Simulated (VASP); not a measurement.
SnO: single point with PBE

The system is SnO.

```xyz
8
Lattice="2.7627 -2.7298 -0.0291 2.7526 2.7197 -0.0377 -0.1248 -0.0161 10.2706" Properties=species:S:1:pos:R:3 pbc="T T T"
Sn    2.6494   -1.3056    8.8353
Sn    2.7879    1.2737    1.3500
Sn    2.6982   -1.4288    3.7392
Sn    2.7386    1.4580    6.4845
O     1.3989   -0.0756    2.5172
O     4.1133    0.0871    7.6426
O     1.2776    0.1335    7.6803
O     4.2095   -0.0612    2.5521
```

| Property | Result |
| --- | --- |
| Program | VASP 6.6.1 |
| Task | single point |
| Functional | PBE |
| Potentials or basis | VASP PAW PBE potentials, release 64 (Sn_d, O) |
| Cutoff | 520 eV |
| k mesh | 1 × 1 × 1 |
| Occupations | gaussian, width 0.02 eV |
| Spin | no spin polarisation |

* Pressure: 8.8 GPa
* Largest force: 2.690 eV/Å
* Band gap on the k mesh: 1.66 eV

Forces on the atoms (eV/Å):
```
Sn   0.252  0.028 -2.439
Sn  -0.033  0.140  2.666
Sn   0.237  0.027 -2.680
Sn  -0.221  0.080  2.588
O   -0.047 -0.091 -0.203
O    0.142 -0.111 -0.132
O   -0.146 -0.160  0.033
O   -0.184  0.087  0.167
```

Stress tensor (GPa, compression positive):
```
 9.92  1.20  1.39
 1.20 11.62  0.24
 1.39  0.24  4.75
```

Levels at points of the mesh, in eV from the valence-band top:
```tsv
k point	band 37	band 38	band 39	band 40	band 41	band 42	band 43	band 44
(0.00, 0.00, 0.00)	-2.05	-1.88	-1.85	0.00	1.66	1.70	2.51	2.77
```

Run time: 34 s on 1 thread of Intel Xeon 8259CL (shared host), peak memory 0.23 GiB.

Caveat: the k points lie up to 1.62 Å⁻¹ apart; spin-orbit coupling is left out, which moves the levels of the heavy elements; forces of over 1 eV/Å act on the atoms, so gaps and moduli don't describe the material at rest. A k mesh can miss the band edges.
